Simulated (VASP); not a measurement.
A run of VASP 6.6.1 is set up as follows.

File INCAR:

```
SYSTEM = CdSe
PREC     = Accurate       ! precision mode
ENCUT    = 520            ! plane-wave cutoff, eV
EDIFF    = 1E-7           ! SCF threshold, eV
ISMEAR   = 0              ! smearing method
SIGMA    = 0.05           ! smearing width, eV
LREAL    = .FALSE.        ! projectors in reciprocal space
LASPH    = .TRUE.         ! aspherical terms in the spheres
NELM     = 80             ! most SCF steps
ALGO     = Normal         ! electronic algorithm
ISIF     = 2              ! what is computed and relaxed
LWAVE    = .FALSE.        ! write WAVECAR
LCHARG   = .FALSE.        ! write CHGCAR
GGA      = PE             ! functional
NBANDS   = 16             ! bands
```

File KPOINTS:

```
regular mesh
0
G
  10 10 10
  0 0 0
```

POSCAR

```
CdSe
1.0
    0.0000000000      3.1386154355      3.1386154355
    3.1386154355      0.0000000000      3.1386154355
    3.1386154355      3.1386154355      0.0000000000
Cd Se
1 1
Direct
    0.0000000000      0.0000000000      0.0000000000
    0.7500000000      0.7500000000      0.7500000000
```

Potentials or basis: VASP PAW PBE potentials, release 64 (Cd, Se).

Launch:

```bash
$ cat potpaw_PBE.64/Cd/POTCAR potpaw_PBE.64/Se/POTCAR > POTCAR
$ mpirun -np 1 vasp_std > vasp.out
```

Task: Predict the band gap on the k mesh.

Result: 0.41 eV, direct.

Task: Predict the pressure.

Result: -1.4 GPa.

Caveat: the cell differs from its parent crystal (strained).
